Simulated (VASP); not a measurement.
## TiAl: single point with PBEsol

The system is TiAl.

```
Ti Al
1.0
     2.86726    0.00000    0.00000
    -1.43363    2.52037    0.00000
     0.00000    0.00000    4.67808
Ti Al
1 1
Direct
  0.00000 0.00000 0.00000
  0.33333 0.66667 0.50000
```

This cell differs from its parent crystal: strain +0.0150 x Voigt [0, 1, 0, 0, 0, 0].

| Quantity | Value |
| --- | --- |
| Program | VASP 6.6.1 |
| Task | single point |
| Functional | PBEsol |
| Potentials or basis | VASP PAW PBE potentials, release 64 (Ti_sv, Al) |
| Cutoff | 520 eV |
| k mesh | 18 × 18 × 10 |
| Occupations | gaussian, width 0.15 eV |
| Spin | no spin polarisation |

| Property | Result |
| --- | --- |
| Pressure | -4.3 GPa |
| Largest force | 0.042 eV/Å |
| Band gap on the k mesh | zero (an odd number of electrons rules out a gap without spin polarisation) |

Forces in eV/Å, atoms in the order of the input:
```
Ti   0.000  0.042  0.000
Al   0.000 -0.042  0.000
```

Stress tensor (GPa, compression positive):
```
-3.49  0.00  0.00
 0.00 -4.73  0.00
 0.00  0.00 -4.65
```

Levels at points of the mesh, in eV from the Fermi level:
```
           k point  band 5  band 6  band 7  band 8  band 9  band 10  band 11  band 12
(0.00, 0.00, 0.00)   -8.83   -2.26   -1.76    1.16    1.35     2.66     2.71     3.90
(0.50, 0.00, 0.00)   -3.64   -2.77   -1.48   -0.95    2.01     3.86     4.02     4.17
(0.00, 0.50, 0.00)   -3.73   -2.91   -1.51   -0.96    2.10     3.84     4.01     4.06
(0.00, 0.00, 0.50)   -7.93   -5.23   -0.38    1.18    1.36     2.58     2.64     6.84
(0.50, 0.00, 0.50)   -3.58   -2.34   -1.79    0.54    0.97     1.80     2.95     3.87
(0.00, 0.50, 0.50)   -3.68   -2.44   -1.80    0.41    0.91     1.91     2.89     3.84
```

Run time: 3.8 min on 1 thread of Intel(R) Xeon(R) 6975P-C (Granite Rapids), with other jobs on the host, peak memory 0.37 GiB.

Caveat: the cell differs from its parent crystal (strain +0.0150 x Voigt [0, 1, 0, 0, 0, 0]); the cell stands under tension; the PAW data sets were made with another functional, which shifts forces and pressure a little.
